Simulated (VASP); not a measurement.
# Sn (P6_3/mmc) in VASP: further runs, part 2 of 2

VASP 6.6.1. Earlier steps stand in the parts before.

### Step 5. Relaxation of cell and atoms, PBE

File INCAR:

```
SYSTEM = Sn
ALGO     = Normal         ! electronic algorithm
EDIFF    = 1E-6           ! SCF threshold, eV
EDIFFG   = -0.05          ! ionic threshold
ENCUT    = 600            ! plane-wave cutoff, eV
GGA      = PE             ! functional
IBRION   = 2              ! ionic algorithm
ISIF     = 3              ! what is computed and relaxed
ISMEAR   = 0              ! smearing method
LASPH    = .TRUE.         ! aspherical terms in the spheres
LCHARG   = .FALSE.        ! write CHGCAR
LREAL    = .FALSE.        ! projectors in reciprocal space
LWAVE    = .FALSE.        ! write WAVECAR
NELM     = 60             ! most SCF steps
NSW      = 80             ! ionic steps
PREC     = Accurate       ! precision mode
SIGMA    = 0.1            ! smearing width, eV
```

File KPOINTS:

```
k-points
0
G
  12 12 6
  0 0 0
```

File POSCAR:

```
Sn
1.0
    2.6624783745      0.0000000000      0.0000000000
   -1.3312391873      2.3057739094      0.0000000000
    0.0000000000      0.0000000000      4.3087972953
Sn
2
Direct
    0.3333333333      0.6666666667      0.2500000000
    0.6666666667      0.3333333333      0.7500000000
```

Command:

```sh
> cat potpaw_PBE.64/Sn_d/POTCAR > POTCAR
> mpirun -np 1 vasp_std > vasp.out
```

It took 80 s on 1 thread of Intel Xeon 6975P-C (Granite Rapids), shared host; peak memory 0.17 GiB.

It converged, with:

| Property | Result |
| --- | --- |
| Free energy | -7.5686 eV |
| Relaxed volume | 27.72 Å³/atom |
| Relaxed cell | a = 3.407 Å, b = 3.407 Å, c = 5.514 Å, α = 90.00°, β = 90.00°, γ = 120.00° |
| Space group after relaxing (to 0.1 Å) | P6_3/mmc (No. 194) |
| Energy gained by relaxing | 4603.0 meV/atom |
| Ionic steps | 7 |
| Pressure after relaxing | -0.2 GPa |
| Band gap on the k mesh | zero (bands 14 and 15 overlap by 8.04 eV) |

Stress tensor (GPa, compression positive):
```
-0.28  0.00  0.00
 0.00 -0.28  0.00
 0.00  0.00  0.00
```

The path:
```
step  energy change (eV)  largest force (eV/Å)  pressure (GPa)  volume (Å³)
   1              0.0000                0.0000          208.16        26.45
   2             -2.5695                0.0000          -23.83       161.85
   3             -8.6888                0.0000           -7.30        72.60
   4             -8.9170                0.0000           -6.33        67.27
   5             -9.0912                0.0000            6.99        49.41
   6             -9.1981                0.0000           -1.45        56.96
   7             -9.2060                0.0000           -0.19        55.44
```

Final structure:
```xyz
2
Lattice="3.4073 0.0000 0.0000 -1.7037 2.9508 0.0000 0.0000 0.0000 5.5144" Properties=species:S:1:pos:R:3 pbc="T T T"
Sn    0.0000    1.9672    1.3786
Sn    1.7037    0.9836    4.1358
```

Levels at points of the mesh, in eV from the Fermi level:
```
           k point  band 12  band 13  band 14  band 15  band 16  band 17
(0.00, 0.00, 0.00)    -6.54    -4.37     5.63     5.63     7.39     7.39
(0.50, 0.00, 0.00)    -5.81    -2.20    -1.24    -0.64     1.38     2.10
(0.00, 0.00, 0.50)    -9.57     1.21     1.21     6.54     6.54     6.54
(0.50, 0.00, 0.50)    -5.92    -3.85    -3.85     3.45     3.45     3.91
```

Caveat: the volume moved by over 15 % at a fixed basis, so the end points are rough; spin-orbit coupling is left out, which moves the levels of the heavy elements.

### Step 6. Relaxation of cell and atoms, PBE

This run uses another cell than the first one, of 27.76 Å³/atom.

File INCAR:

```
  PREC = Accurate
  ENCUT = 600
  EDIFF = 1E-7
  ISMEAR = 0
  SIGMA = 0.1
  LREAL = F
  LASPH = T
  NELM = 100
  ALGO = Fast
  ISIF = 3
  LWAVE = F
  LCHARG = F
  GGA = PE
  IBRION = 2
  NSW = 80
  EDIFFG = -0.01
```

File KPOINTS:

```
Automatic mesh
0
Gamma
  12 12 8
```

File POSCAR:

```
Sn
1.0
    3.4097591437      0.0000000000      0.0000000000
   -1.7048795719      2.9529380392      0.0000000000
    0.0000000000      0.0000000000      5.5138065627
Sn
2
Direct
    0.3333333333      0.6666666667      0.2500000000
    0.6666666667      0.3333333333      0.7500000000
```

Potentials or basis: VASP PAW PBE potentials, release 64 (Sn_d).

Command:

```sh
> cat potpaw_PBE.64/Sn_d/POTCAR > POTCAR
> mpirun -np 1 vasp_std > vasp.out
```

Wall time 3.6 min (1 thread of Intel Xeon 6975P-C (Granite Rapids), shared host); peak memory 0.25 GiB.

Results (log left out):

- Free energy: -7.5718 eV
- Relaxed volume: 27.74 Å³/atom
- Relaxed cell: a = 3.387 Å, b = 3.387 Å, c = 5.587 Å, α = 90.00°, β = 90.00°, γ = 120.00°
- Space group after relaxing (to 0.1 Å): P6_3/mmc (No. 194)
- Energy gained by relaxing: 1.0 meV/atom
- Ionic steps: 7
- Pressure after relaxing: 0.0 GPa
- Band gap on the k mesh: zero (bands 14 and 15 overlap by 8.19 eV)

The path:
```tsv
step	energy change (eV)	largest force (eV/Å)	pressure (GPa)	volume (Å³)
1	0.0000	0.0000	-0.09	55.52
2	-0.0009	0.0000	0.05	55.39
3	-0.0016	0.0000	0.28	55.16
4	-0.0019	0.0000	-0.01	55.50
5	-0.0019	0.0000	0.06	55.43
6	-0.0019	0.0000	0.07	55.42
7	-0.0019	0.0000	0.00	55.49
```

Final structure:
```
Sn
1.0
     3.38656    0.00000    0.00000
    -1.69328    2.93284    0.00000
     0.00000    0.00000    5.58666
Sn
2
Direct
  0.33333 0.66667 0.25000
  0.66667 0.33333 0.75000
```

Levels at points of the mesh, in eV from the Fermi level:
| k point | band 12 | band 13 | band 14 | band 15 | band 16 | band 17 |
| --- | --- | --- | --- | --- | --- | --- |
| (0.00, 0.00, 0.00) | -6.74 | -4.42 | 5.85 | 5.85 | 7.53 | 7.53 |
| (0.50, 0.00, 0.00) | -5.77 | -2.32 | -1.40 | -0.63 | 1.36 | 2.25 |
| (0.00, 0.00, 0.50) | -9.62 | 0.94 | 0.94 | 6.71 | 6.71 | 6.71 |
| (0.50, 0.00, 0.50) | -5.89 | -3.86 | -3.86 | 3.55 | 3.55 | 3.77 |

Caveat: spin-orbit coupling is left out, which moves the levels of the heavy elements.

### Step 7. The runs side by side

| task | cell | k mesh | cutoff (eV) | gap on the mesh (eV) | pressure (GPa) | relaxed volume (Å³/atom) |
| --- | --- | --- | --- | --- | --- | --- |
| single point | a = 2.662, b = 2.662, c = 4.309 Å, angles 90.0, 90.0, 120.0°, 2 atoms | 6 × 6 × 4 | 520 | none | 208.0 | - |
| single point | a = 3.410, b = 3.410, c = 5.514 Å, angles 90.0, 90.0, 120.0°, 2 atoms | 12 × 12 × 6 | 520 | none | 0.0 | - |
| single point | a = 3.384, b = 3.384, c = 5.591 Å, angles 90.0, 90.0, 120.0°, 2 atoms | 12 × 12 × 8 | 520 | none | 0.0 | - |
| relaxation of cell and atoms | relaxed from a = 2.662, b = 2.662, c = 4.309 Å, angles 90.0, 90.0, 120.0°, 2 atoms | 12 × 12 × 6 | 600 | none | -0.2 | 27.72 |
| relaxation of cell and atoms | relaxed from a = 3.410, b = 3.410, c = 5.514 Å, angles 90.0, 90.0, 120.0°, 2 atoms | 12 × 12 × 8 | 600 | none | 0.0 | 27.74 |

Alike in all rows: level PBE; potentials or basis VASP PAW PBE potentials, release 64 (Sn_d); no spin polarisation; smearing gaussian 0.1 eV.

Caveats: some runs use coarse meshes; spin-orbit coupling is left out, which moves the levels of the heavy elements; the volume moved by over 15 % at a fixed basis, so the end points are rough (at least some runs).

Total energies depend on the potentials used, so only differences within one code and one set of settings carry meaning.
